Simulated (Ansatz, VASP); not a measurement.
# Two plane-wave programs on Si3Sn

```
Si Sn
1.0
     5.30803    0.00000    0.00000
     0.00000    5.30803    0.00000
     0.00000    0.00000    5.30803
Si Sn
6 2
Direct
  0.25000 0.00000 0.50000
  0.50000 0.75000 0.00000
  0.75000 0.00000 0.50000
  0.50000 0.25000 0.00000
  0.00000 0.50000 0.75000
  0.00000 0.50000 0.25000
  0.00000 0.00000 0.00000
  0.50000 0.50000 0.50000
```

Change from the starting cell: species swapped into the V3Si type (Pm-3n, No. 223).

Alike in both runs: functional PBE; k mesh 4 × 4 × 4; occupations gaussian, width 0.1 eV; no spin polarisation.

Ansatz relaxed the structure, and its values are those at the end. VASP's run is a single point on that final structure, the one shown.

|  | VASP | Ansatz |
| --- | --- | --- |
| version | VASP 6.6.1 | Ansatz 0.2.0 |
| potentials or method | VASP PAW PBE potentials, release 64 (Si, Sn_d), cutoff 520 eV | scalar-relativistic, plane waves, PAW |
| valence electrons in the cell | 52 | 52 |

```csv
,VASP,Ansatz,Ansatz less VASP
gap on the k mesh at the Fermi level (eV),none,none,-
pressure (GPa),0.0,0.0,+0.04
```

A gap of «none» marks a metal or a gap that the smearing closes. The functional is the same, so the differences come from potentials, cutoffs and numerics.
